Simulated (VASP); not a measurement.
Here is a VASP 6.6.1 calculation.

The input POSCAR:

```
Sc
1.0
    0.0000000000      3.1705596733      3.1705596733
    3.1705596733      0.0000000000      3.1705596733
    3.1705596733      3.1705596733      0.0000000000
Sc
2
Direct
    0.0000000000      0.0000000000      0.0000000000
    0.2500000000      0.2500000000      0.2500000000
```

The input INCAR.step1:

```
PREC = Accurate ; ENCUT = 600
ISMEAR = 1 ; SIGMA = 0.05
LREAL = False ; LASPH = True
NELM = 100 ; GGA = PE
ALGO = Normal ; EDIFF = 1E-4
LWAVE = True ; LCHARG = False
```

The input INCAR.step2:

```
PREC = Accurate ; ENCUT = 600
EDIFF = 1E-6 ; ISMEAR = 1
SIGMA = 0.05 ; LREAL = False
LASPH = True ; NELM = 100
ALGO = Normal ; ISIF = 3
LWAVE = False ; LCHARG = False
METAGGA = R2SCAN ; LMIXTAU = True
IBRION = 2 ; NSW = 80
EDIFFG = -0.03 ; ISTART = 1
```

The input KPOINTS:

```
Automatic mesh
0
Gamma
  11 11 11
```

Potentials or basis: VASP PAW PBE potentials, release 64 (Sc_sv).

The run is started by

```bash
$ cat potpaw_PBE.64/Sc_sv/POTCAR > POTCAR
$ cp INCAR.step1 INCAR
$ mpirun -np 1 vasp_std > vasp.out
$ cp INCAR.step2 INCAR
$ mpirun -np 1 vasp_std > vasp.out
```

**Question.** Estimate the band gap on the k mesh.

**Answer.** Zero (bands 11 and 12 overlap by 0.61 eV).

Final structure:
```xyz
2
Lattice="0.0000 3.1706 3.1706 3.1706 0.0000 3.1706 3.1706 3.1706 0.0000" Properties=species:S:1:pos:R:3 pbc="T T T"
Sc    0.0000    0.0000    0.0000
Sc    1.5853    1.5853    1.5853
```

Caveat: the relaxation stopped at its first step, so nothing moved.
